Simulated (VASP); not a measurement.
# AuI3 (I4/mmm) in VASP: single point with PBE

Aim: the single point of AuI3 with PBE.

Everything below comes from runs of VASP 6.6.1. Logs are shortened: lines on timing, memory, paths and dates and some standing lists are left out, and cuts for length are marked.

### 1 The cell of the first run

Symmetry: I4/mmm, No. 139, tetragonal system. The conventional cell has a = 5.257 Å, b = 5.257 Å, c = 9.173 Å, α = 90.00°, β = 90.00°, γ = 90.00°. Au (site symmetry 4/mmm) has 14 I at 3.49 to 4.59 Å within 4.6 Å. Within 4.6 Å of I (site symmetry -4m2) lie 4 Au at 3.49 Å and 10 I at 3.49 to 4.59 Å. I (site symmetry 4/mmm) has 8 I at 3.49 Å and 6 Au at 3.72 to 4.59 Å within 4.6 Å.

The cell was generated, and may not be a known phase.

### 2 Single point, PBE

File INCAR:

```
PREC = Accurate ; ENCUT = 520
EDIFF = 1E-6 ; ISMEAR = 0
SIGMA = 0.1 ; LREAL = F
LASPH = T ; NELM = 60
ALGO = Normal ; ISIF = 2
LWAVE = F ; LCHARG = F
GGA = PE ; NBANDS = 24
```

File KPOINTS:

```
regular mesh
0
Gamma
  6 6 6
```

File POSCAR:

```
AuI3
1.0
   -2.6285855900      2.6285855900      4.5862507700
    2.6285855900     -2.6285855900      4.5862507700
    2.6285855900      2.6285855900     -4.5862507700
Au I
1 3
Direct
    0.0000000000      0.0000000000      0.0000000000
    0.2500000000      0.7500000000      0.5000000000
    0.7500000000      0.2500000000      0.5000000000
    0.5000000000      0.5000000000      0.0000000000
```

Potentials or basis: VASP PAW PBE potentials, release 64 (Au, I).

On the command line:

```sh
> cat potpaw_PBE.64/Au/POTCAR potpaw_PBE.64/I/POTCAR > POTCAR
> mpirun -np 1 vasp_std > vasp.out
```

OUTCAR:

```text
PREC = Accurate
   ENCUT = 520
   EDIFF = 1E-6
   ISMEAR = 0
   LREAL = F
   LASPH = T
   NELM = 60
   ISIF = 2
   GGA = PE

 ion  position               nearest neighbor table
   1  0.000  0.000  0.000-   3 3.49   2 3.49   2 3.49   3 3.49   2 3.49   3 3.49   3 3.49   2 3.49

   2  0.250  0.750  0.500-   1 3.49   4 3.49   1 3.49   4 3.49   1 3.49   4 3.49   1 3.49   4 3.49

   3  0.750  0.250  0.500-   4 3.49   1 3.49   1 3.49   4 3.49   1 3.49   4 3.49   4 3.49   1 3.49

   4  0.500  0.500  0.000-   2 3.49   3 3.49   2 3.49   3 3.49   2 3.49   3 3.49   2 3.49   3 3.49

  LATTYP: Found a body centered tetragonal cell.
 ALAT       =     5.2571711800
 C/A-ratio  =     1.7447599148

  Lattice vectors:

 A1 = (  -2.6285855900,   2.6285855900,   4.5862507700)
 A2 = (   2.6285855900,  -2.6285855900,   4.5862507700)
 A3 = (   2.6285855900,   2.6285855900,  -4.5862507700)

Analysis of symmetry for initial positions (statically):
=====================================================================
 Subroutine PRICEL returns:
 Original cell was already a primitive cell.

 Routine SETGRP: Setting up the symmetry group for a
 body centered tetragonal supercell.

 Subroutine GETGRP returns: Found 16 space group operations
 (whereof 16 operations were pure point group operations)
 out of a pool of 16 trial point group operations.

The static configuration has the point symmetry D_4h.

Analysis of symmetry for dynamics (positions and initial velocities):
=====================================================================
 Subroutine PRICEL returns:
 Original cell was already a primitive cell.

 Routine SETGRP: Setting up the symmetry group for a
 body centered tetragonal supercell.

 Subroutine GETGRP returns: Found 16 space group operations
 (whereof 16 operations were pure point group operations)
 out of a pool of 16 trial point group operations.

The dynamic configuration has the point symmetry D_4h.

 Subroutine INISYM returns: Found 16 space group operations
 (whereof 16 operations are pure point group operations),
 and found     1 'primitive' translations

----------------------------------------------------------------------------------------

                                     Primitive cell

  volume of cell :     126.7541

  direct lattice vectors                    reciprocal lattice vectors
    -2.628585590  2.628585590  4.586250770     0.000000000  0.190216367  0.109021513
     2.628585590 -2.628585590  4.586250770     0.190216367  0.000000000  0.109021513
     2.628585590  2.628585590 -4.586250770     0.190216367  0.190216367  0.000000000

  length of vectors
     5.903610805  5.903610805  5.903610805     0.219244057  0.219244057  0.269006565

  position of ions in fractional coordinates (direct lattice)
     0.000000000  0.000000000  0.000000000
     0.250000000  0.750000000  0.500000000
     0.750000000  0.250000000  0.500000000
     0.500000000  0.500000000  0.000000000

  ion indices of the primitive-cell ions
   primitive index   ion index
                 1           1
                 2           2
                 3           3
                 4           4

----------------------------------------------------------------------------------------

 KPOINTS: regular mesh

Automatic generation of k-mesh.
 Grid dimensions read from file:
 generate k-points for:    6    6    6

 Generating k-lattice:

  Cartesian coordinates                     Fractional coordinates (reciprocal lattice)
     0.000000000  0.031702728  0.018170252     0.166666667  0.000000000  0.000000000
     0.031702728  0.000000000  0.018170252     0.000000000  0.166666667  0.000000000
     0.031702728  0.031702728  0.000000000     0.000000000  0.000000000  0.166666667

  Length of vectors
     0.036540676  0.036540676  0.044834428

  Shift w.r.t. Gamma in fractional coordinates (k-lattice)
     0.000000000  0.000000000  0.000000000

 Subroutine IBZKPT returns following result:
 ===========================================

 Found     30 irreducible k-points:

 Following reciprocal coordinates:
            Coordinates               Weight
  0.000000  0.000000  0.000000      1.000000
  0.166667 -0.000000  0.000000      8.000000
  0.333333  0.000000  0.000000      8.000000
  0.500000 -0.000000  0.000000      4.000000
  0.166667  0.166667  0.000000      8.000000
  0.333333  0.166667  0.000000     16.000000
[... 16 lines left out ...]
 -0.333333 -0.333333  0.166667      8.000000
 -0.166667 -0.333333  0.166667      8.000000
 [... further k-points ...]
   k-points           NKPTS =     30   k-points in BZ     NKDIM =     30   number of bands    NBANDS=     24
   number of dos      NEDOS =    301   number of ions     NIONS =      4
   total plane-waves  NPLWV = 110592
   dimension x,y,z NGX =    48 NGY =   48 NGZ =   48
   dimension x,y,z NGXF=    96 NGYF=   96 NGZF=   96
   ions per type =               1   3
   NGX,Y,Z   is equivalent  to a cutoff of  13.52, 13.52, 13.52 a.u.
   NGXF,Y,Z  is equivalent  to a cutoff of  27.03, 27.03, 27.03 a.u.
 SYSTEM =  unknown system
   PREC   = accura    normal or accurate (medium, high low for compatibility)
   ISTART =      0    job   : 0-new  1-cont  2-samecut
   ICHARG =      2    charge: 1-file 2-atom 10-const
   ISPIN  =      1    spin polarized calculation?
   LNONCOLLINEAR =      F non collinear calculations
   LSORBIT =      F    spin-orbit coupling
   LASPH  =      T    aspherical Exc in radial PAW
   ENCUT  =  520.0 eV  38.22 Ry    6.18 a.u.  10.98 10.98 10.98*2*pi/ulx,y,z
   NELM   =     60;   NELMIN=  2; NELMDL= -5     # of ELM steps
   EDIFF  = 0.1E-05   stopping-criterion for ELM
   LREAL  =      F    real-space projection
   EDIFFG = 0.1E-04   stopping-criterion for IOM
   NSW    =      0    number of steps for IOM
   IBRION =     -1    ionic relax: 0-MD 1-quasi-New 2-CG
   NFREE  =      0    steps in history (QN), initial steepest desc. (CG)
   ISIF   =      2    stress and relaxation
   ISYM   =      2    0-nonsym 1-usesym 2-fastsym
   POTIM  = 0.5000    time-step for ionic-motion
   TEBEG  =    0.0;   TEEND  =   0.0 temperature during run
   PSTRESS=    0.0 pullay stress
   NELECT =      32.0000    total number of electrons
   NUPDOWN=      -1.0000    fix difference up-down
   EMIN   =  10.00;   EMAX   =-10.00  energy-range for DOS
   EFERMI =   0.00;   METHOD = LEGACY
   ISMEAR =     0;   SIGMA  =   0.10  broadening in eV -4-tet -1-fermi 0-gaus
   EFERMI_NEDOS =   21; number of points for ismear=-14 and -15
   IALGO  =     38    algorithm
   IMIX   =      4    mixing-type and parameters
     AMIX     =   0.40;   BMIX     =  1.00
     AMIX_MAG =   1.60;   BMIX_MAG =  1.00
  volume/ion in A,a.u.               =      31.69       213.84
  Fermi-wavevector in a.u.,A,eV,Ry     =   1.034675  1.955253 14.565762  1.070553
  Thomas-Fermi vector in A             =   2.168982
   LORBIT       =      0    0 simple, 1 ext, 2 COOP (PROOUT), +10 PAW based schemes
   GGA     = PE    functional components
   LHFCALC =     F    Hartree Fock is set to
   AEXX    =    0.0000 exact exchange contribution
   IVDW    =     0    specifies the selected vdW correction
   LEPSILON=     F    determine dielectric tensor
   LRPA    =     F    only Hartree local field effects (RPA)
 non-spin polarized calculation
 Gauss-broadening in eV      SIGMA  =   0.10
  energy-cutoff  :      520.00
  volume of cell :      126.75
 maximum number of plane-waves:      3432
 NGX is ok and might be reduce to    48
   NGX = 21   NGY = 21   NGZ = 21

 number of electron      32.0000001 magnetization

 Free energy of the ion-electron system (eV)
  ---------------------------------------------------
  ext. energy  EPLUGINS =         0.00000000
  ---------------------------------------------------
  free energy    TOTEN  =        -5.11793080 eV

  energy without entropy =       -5.09190801  energy(sigma->0) =       -5.10491940

 E-fermi :   4.8651     XC(G=0):  -9.5003

 val. band max:        4.8569763105   @ k =   0.3333   0.3333   0.0000
 cond. band min:       4.8655714384   @ k =   0.5000   0.5000   0.0000
 fundamental gap:      0.0085951279
 Fermi energy:         4.8650746400

 k-point     1 :       0.0000    0.0000    0.0000
  band No.  band energies     occupation
      1      -8.6809      2.00000
      2      -6.8242      2.00000
      3      -6.4538      2.00000
      4       1.1313      2.00000
      5       1.1313      2.00000
      6       1.1432      2.00000
[... 16 lines left out ...]
     23      11.1733      0.00000
     24      14.8589      0.00000

 k-point     2 :       0.1667   -0.0000    0.0000
  band No.  band energies     occupation
      1      -8.5655      2.00000
      2      -6.9108      2.00000
      3      -6.5508      2.00000
      4       0.8853      2.00000
      5       1.1621      2.00000
      6       1.2296      2.00000
[... 16 lines left out ...]
     23      11.7493      0.00000
     24      14.0499      0.00000

 k-point     3 :       0.3333    0.0000    0.0000
  band No.  band energies     occupation
      1      -8.2522      2.00000
      2      -7.1808      2.00000
      3      -6.7326      2.00000
      4       0.6874      2.00000
      5       1.0886      2.00000
      6       1.1639      2.00000
[... 16 lines left out ...]
     23      12.7392      0.00000
     24      12.8879      0.00000

 k-point     4 :       0.5000   -0.0000    0.0000
  band No.  band energies     occupation
      1      -7.9610      2.00000
      2      -7.4692      2.00000
      3      -6.8050      2.00000
      4       0.4833      2.00000
      5       1.1199      2.00000
      6       1.1339      2.00000
[... 16 lines left out ...]
     23      13.6175      0.00000
     24      13.7345      0.00000

 k-point     5 :       0.1667    0.1667    0.0000
  band No.  band energies     occupation
      1      -8.4007      2.00000
      2      -6.9929      2.00000
      3      -6.7198      2.00000
      4       0.7470      2.00000
      5       1.0462      2.00000
      6       1.2689      2.00000
[... 451 lines left out ...]
 k-point    22 :      -0.1667    0.5000    0.1667
  band No.  band energies     occupation
      1      -7.9903      2.00000
      2      -7.3579      2.00000
      3      -6.9125      2.00000
      4       0.4367      2.00000
      5       0.9893      2.00000
      6       1.2987      2.00000
[... 16 lines left out ...]
     23      12.8723      0.00000
     24      13.1526      0.00000

 k-point    23 :      -0.3333   -0.3333    0.1667
  band No.  band energies     occupation
      1      -8.0988      2.00000
      2      -7.1079      2.00000
      3      -7.0466      2.00000
      4       0.2935      2.00000
      5       1.2491      2.00000
      6       1.3680      2.00000
[... 16 lines left out ...]
     23      12.0313      0.00000
     24      12.3119      0.00000

 k-point    24 :      -0.1667   -0.3333    0.1667
  band No.  band energies     occupation
      1      -8.3460      2.00000
      2      -6.9810      2.00000
      3      -6.8398      2.00000
      4       0.7725      2.00000
      5       0.9139      2.00000
      6       1.1962      2.00000
[... 16 lines left out ...]
     23      12.0616      0.00000
     24      12.2697      0.00000

 [... further k-points ...]
[... 5 lines left out ...]
  --------------------------------------------------------------------------------------
  -------------------------------------------------------------------------------------
  Total        0.7889391      0.7889391     -2.2917077      0.0000000     -0.0000000      0.0000000
  in kB        9.9722241      9.9722241    -28.9672833      0.0000000     -0.0000000      0.0000000
  external PRESSURE =      -3.0076117 kB  Pullay stress =       0.0000000 kB

 VOLUME and BASIS-vectors are now :
 -----------------------------------------------------------------------------
  energy-cutoff  :      520.00
  volume of cell :      126.75
      direct lattice vectors                 reciprocal lattice vectors
    -2.628585590  2.628585590  4.586250770     0.000000000  0.190216367  0.109021513
     2.628585590 -2.628585590  4.586250770     0.190216367  0.000000000  0.109021513
     2.628585590  2.628585590 -4.586250770     0.190216367  0.190216367  0.000000000

 POSITION                                       TOTAL-FORCE (eV/Angst)
 -----------------------------------------------------------------------------------
      0.00000      0.00000      0.00000         0.000000      0.000000      0.000000
      2.62859      0.00000      2.29313         0.000000      0.000000      0.000000
      0.00000      2.62859      2.29313        -0.000000     -0.000000     -0.000000
      0.00000      0.00000      4.58625         0.000000      0.000000      0.000000
 -----------------------------------------------------------------------------------
    total drift:                                0.000000     -0.000000     -0.000000

  FREE ENERGIE OF THE ION-ELECTRON SYSTEM (eV)
  ---------------------------------------------------
  free  energy   TOTEN  =        -5.1179308023 eV

  energy  without entropy=       -5.0919080054  energy(sigma->0) =       -5.10491940
```

It took 64 s on 1 thread of Intel Xeon Platinum 8488C (Sapphire Rapids), shared host; peak memory 0.36 GiB.

Results:

```yaml
Free_energy: -5.1179 eV
Pressure: -0.3 GPa
Band_gap_on_the_k_mesh: zero (bands 16 and 17 overlap by 0.53 eV)
```

Stress tensor (GPa, compression positive):
```
 1.00  0.00  0.00
 0.00  1.00  0.00
 0.00  0.00 -2.90
```

Caveat: spin-orbit coupling is left out, which moves the levels of the heavy elements.
